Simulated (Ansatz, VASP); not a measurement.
# Two plane-wave programs on TiCo3

```
Ti Co
1.0
     3.61400    0.00000    0.00000
     0.00000    3.61400    0.00000
     0.00000    0.00000    3.61400
Ti Co
1 3
Direct
  0.00000 0.00000 0.00000
  0.00000 0.50000 0.50000
  0.50000 0.00000 0.50000
  0.50000 0.50000 0.00000
```

Alike in both runs: task single point; functional PBEsol; k mesh 12 × 12 × 12; occupations methfessel-paxton of order 1, width 0.2 eV; collinear spin.

|  | VASP | Ansatz |
| --- | --- | --- |
| version | VASP 6.6.1 | Ansatz 0.2.0 |
| potentials or method | VASP PAW PBE potentials, release 64 (Ti_sv, Co), cutoff 520 eV | scalar-relativistic, plane waves, PAW |
| valence electrons in the cell | 39 | 63 |

|  | VASP | Ansatz | Ansatz less VASP |
| --- | --- | --- | --- |
| gap on the k mesh at the Fermi level (eV) | none | none | - |
| pressure (GPa) | -15.5 | -10.2 | +5.24 |
| net moment per atom (μB) | 0.00 | 0.68 | +0.678 |
| size of the moment on the site where the two differ most (μB) | 0.00 | 1.11 | +1.111 |

The net moments are unlike, so the other rows may belong to different states. VASP's potentials were made for PBE, not for PBEsol. Site moments also hang on the region over which each program counts them. A gap of «none» marks a metal or a gap that the smearing closes. VASP's potentials hold 39 valence electrons a cell and Ansatz's 63, so a difference there can come from the potentials and not from the codes. Ansatz's warnings: stability check not made.
